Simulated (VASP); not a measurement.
Set up this calculation in VASP 6.6.1, as the native input.

| Item | Value |
| --- | --- |
| Task | single point |
| Functional | PBEsol |
| Dispersion | D3(BJ) |
| Potentials or basis | VASP PAW PBE potentials, release 64 (K_sv) |
| Cutoff | 520 eV |
| k mesh | 6 × 6 × 6 |
| Occupations | fermi-dirac, width 0.05 eV |
| Spin | no spin polarisation |
| Dipole correction | no |
| Further INCAR settings | ALGO = Fast; EDIFF = 1e-06; NBANDS = 10 |

The structure of K lies in POSCAR:

```
K
1.0
    4.3104394900      0.0000000000      0.0000000000
    0.0000000000      4.3104394900      0.0000000000
    0.0000000000      0.0000000000      4.3104394900
K
1
Direct
    0.0000000000      0.0000000000      0.0000000000
```

This isn't the form of K at room conditions, which is bcc.

The input as run:

INCAR

```
  ALGO = Fast
  EDIFF = 1E-6
  ENCUT = 520
  GGA = PS
  ISIF = 2
  ISMEAR = -1
  IVDW = 12
  LASPH = True
  LCHARG = False
  LREAL = False
  LWAVE = False
  NBANDS = 10
  NELM = 60
  PREC = Accurate
  SIGMA = 0.05
```

KPOINTS

```
k-points
0
Gamma
  6 6 6
```

Potentials or basis: VASP PAW PBE potentials, release 64 (K_sv).

Command:

```bash
$ cat potpaw_PBE.64/K_sv/POTCAR > POTCAR
$ mpirun -np 1 vasp_std > vasp.out
```

Results of the run:

The pressure is -0.4 GPa and the band gap on the k mesh is zero (an odd number of electrons rules out a gap without spin polarisation). The dispersion energy per atom is -0.115 eV.

Caveat: three body term missing; the PAW data sets were made with another functional, which shifts forces and pressure a little.

It took 16 s on 1 thread of Intel Xeon 8259CL, on a shared host, peak memory 0.17 GiB.
